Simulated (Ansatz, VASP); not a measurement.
**Two plane-wave programs on Al**

```
Al
1.0
     2.93619    0.00000    0.00000
    -1.46809    2.54281    0.00000
     0.00000    0.00000   32.67638
Al
4
Direct
  0.00000 0.00000 0.60383
  0.66667 0.33333 0.67112
  0.33333 0.66667 0.73920
  0.00000 0.00000 0.80841
```

Alike in both runs: task single point; functional PBE; k mesh 15 × 15 × 1; occupations methfessel-paxton of order 1, width 0.1 eV; no spin polarisation.

```csv
,VASP,Ansatz
version,VASP 6.6.1,Ansatz 0.2.0
potentials or method,"VASP PAW PBE potentials, release 64 (Al), cutoff 400 eV","scalar-relativistic, plane waves, PAW"
valence electrons in the cell,12,12
```

|  | VASP | Ansatz | Ansatz less VASP |
| --- | --- | --- | --- |
| gap on the k mesh at the Fermi level (eV) | none | none | - |
| rms of the force components (eV/Å) | 0.089 | 0.089 | 0.0000 |

Atom by atom the forces differ by 0.001 eV/Å (rms over components). A gap of «none» marks a metal or a gap that the smearing closes. Ansatz's warnings: xc potential rough in thin density.
